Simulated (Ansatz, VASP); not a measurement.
**Two plane-wave programs on Ir**

```xyz
1
Lattice="0.0000 1.9061 1.9061 1.9061 0.0000 1.9061 1.9061 1.9061 0.0000" Properties=species:S:1:pos:R:3 pbc="T T T"
Ir    0.0000    0.0000    0.0000
```

Alike in both runs: functional LDA; k mesh 19 × 19 × 19; occupations fermi-dirac, width 0.1 eV; no spin polarisation.

Ansatz relaxed the structure, and its values are those at the end. VASP's run is a single point on that final structure, the one shown.

|  | VASP | Ansatz |
| --- | --- | --- |
| version | VASP 6.6.1 | Ansatz 0.2.0 |
| potentials or method | VASP PAW LDA potentials, release 64 (Ir) | PAW with Ansatz's default frozen-core files, scalar-relativistic |
| plane-wave cutoff (eV) | 520 | 420 |
| valence electrons in the cell | 9 | 17 |

```tsv
	VASP	Ansatz	Ansatz less VASP
pressure (GPa)	2.6	0.0	-2.60
```

LDA's correlation is that of Perdew and Zunger in VASP and of Perdew and Wang (1992) in Ansatz. VASP's potentials hold 9 valence electrons a cell and Ansatz's 17, so a difference there can come from the potentials and not from the codes.

Spin-orbit coupling is off throughout.
